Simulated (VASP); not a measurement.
Here is a VASP 6.6.1 calculation.

POSCAR

```
KBr
1.0
    5.6185814494      0.0000000000      0.0000000000
   -2.8092907247      4.8658342684      0.0000000000
    0.0000000000      0.0000000000      6.5538300027
K Br
2 2
Direct
    0.3333333333      0.6666666667     -0.0625000000
    0.6666666667      0.3333333333      0.4375000000
    0.3333333333      0.6666666667      0.4375000000
    0.6666666667      0.3333333333      0.9375000000
```

INCAR.step1

```
SYSTEM = KBr
  ALGO = Normal
  EDIFF = 1E-4
  ENCUT = 520
  GGA = PE
  ISMEAR = 0
  LASPH = .True.
  LCHARG = .False.
  LREAL = .False.
  LWAVE = .True.
  NBANDS = 24
  NELM = 100
  PREC = Accurate
  SIGMA = 0.01
```

File INCAR.step2:

```
SYSTEM = KBr
  ALGO = Normal
  EDIFF = 1E-6
  ENCUT = 520
  ISIF = 2
  ISMEAR = 0
  ISTART = 1
  LASPH = .True.
  LCHARG = .False.
  LMIXTAU = .True.
  LREAL = .False.
  LWAVE = .False.
  METAGGA = R2SCAN
  NBANDS = 24
  NELM = 100
  PREC = Accurate
  SIGMA = 0.01
```

The input KPOINTS:

```
k-points
0
Gamma
  6 6 4
  0 0 0
```

Potentials or basis: VASP PAW PBE potentials, release 64 (K_sv, Br).

The run is started by

```sh
$ cat potpaw_PBE.64/K_sv/POTCAR potpaw_PBE.64/Br/POTCAR > POTCAR
$ cp INCAR.step1 INCAR
$ mpirun -np 1 vasp_std > vasp.out
$ cp INCAR.step2 INCAR
$ mpirun -np 1 vasp_std > vasp.out
```

Question: Predict the pressure.

Answer: 0.0 GPa.

Question: Estimate the band gap on the k mesh.

Answer: 4.77 eV.

Caveat: the structure was generated, so it needn't be the stable form of KBr; the PAW data sets were made with another functional, which shifts forces and pressure a little. A k mesh can miss the band edges.
